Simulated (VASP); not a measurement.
Write the native input for VASP 6.6.1 that does the following.

| Property | Result |
| --- | --- |
| Task | single point |
| Functional | PBE |
| Potentials or basis | VASP PAW PBE potentials, release 64 (Sr_sv, V_sv, O) |
| Cutoff | 520 eV |
| k mesh | 8 × 8 × 8 |
| Occupations | gaussian, width 0.05 eV |
| Spin | no spin polarisation |
| Dipole correction | no |
| Further INCAR settings | ALGO = Normal; EDIFF = 1e-07; NBANDS = 28 |

The structure of SrVO3 lies in POSCAR:

```
SrVO3
1.0
    3.8579762213      0.0000000000      0.0000000000
    0.0000000000      3.8579762213      0.0000000000
    0.0000000000      0.0000000000      3.8579762213
Sr V O
1 1 3
Direct
    0.5000000000      0.5000000000      0.5000000000
    0.0000000000      0.0000000000      0.0000000000
    0.5000000000      0.0000000000      0.0000000000
    0.0000000000      0.5000000000      0.0000000000
    0.0000000000      0.0000000000      0.5000000000
```

One way to write it, as run:

INCAR

```
SYSTEM = SrVO3
PREC     = Accurate       ! precision mode
ENCUT    = 520            ! plane-wave cutoff, eV
EDIFF    = 1E-7           ! SCF threshold, eV
ISMEAR   = 0              ! smearing method
SIGMA    = 0.05           ! smearing width, eV
LREAL    = .FALSE.        ! projectors in reciprocal space
LASPH    = .TRUE.         ! aspherical terms in the spheres
NELM     = 60             ! most SCF steps
ALGO     = Normal         ! electronic algorithm
ISIF     = 2              ! what is computed and relaxed
LWAVE    = .FALSE.        ! write WAVECAR
LCHARG   = .TRUE.         ! write CHGCAR
GGA      = PE             ! functional
LELF     = .TRUE.         ! ELF
LVHAR    = .TRUE.       
NBANDS   = 28             ! bands
```

KPOINTS

```
Automatic mesh
0
G
  8 8 8
  0 0 0
```

Potentials or basis: VASP PAW PBE potentials, release 64 (Sr_sv, V_sv, O).

Run with:

```console
$ cat potpaw_PBE.64/Sr_sv/POTCAR potpaw_PBE.64/V_sv/POTCAR potpaw_PBE.64/O/POTCAR > POTCAR
$ mpirun -np 1 vasp_std > vasp.out
```

Results of the run:

```yaml
Pressure: 0.8 GPa
Band_gap_on_the_k_mesh: zero (an odd number of electrons rules out a gap without spin polarisation)
```

Caveat: an odd number of electrons without spin polarisation forces a metal; a magnetic or distorted state may lie lower; the run has no spin polarisation, though such a crystal can be magnetic; semilocal functionals often make such compounds metallic where correlation or magnetic order opens a gap, which also shifts bond lengths.

It took 2.3 min on 1 thread of Intel Xeon 8259CL, with other jobs on the host, peak memory 0.21 GiB.
